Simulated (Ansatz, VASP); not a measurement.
## ScPb2: VASP beside Ansatz

```xyz
3
Lattice="5.4614 0.0000 0.0000 -2.7307 4.7298 0.0000 0.0000 0.0000 3.2802" Properties=species:S:1:pos:R:3 pbc="T T T"
Sc    0.0000    0.0000    0.0000
Pb    0.0000    3.1532    1.6401
Pb    2.7307    1.5766    1.6401
```

Alike in both runs: functional PBE; k mesh 12 × 12 × 14; occupations gaussian, width 0.1 eV; no spin polarisation.

Ansatz relaxed the structure, and its values are those at the end. VASP's run is a single point on that final structure, the one shown.

|  | VASP | Ansatz |
| --- | --- | --- |
| version | VASP 6.6.1 | Ansatz 0.2.0 |
| potentials or method | VASP PAW PBE potentials, release 64 (Sc_sv, Pb_d), cutoff 520 eV | scalar-relativistic, plane waves, PAW |
| valence electrons in the cell | 39 | 39 |

```csv
,VASP,Ansatz,Ansatz less VASP
gap on the k mesh at the Fermi level (eV),none,none,-
pressure (GPa),0.0,0.0,+0.02
```

A gap of «none» marks a metal or a gap that the smearing closes.

Neither program's run includes spin-orbit coupling.
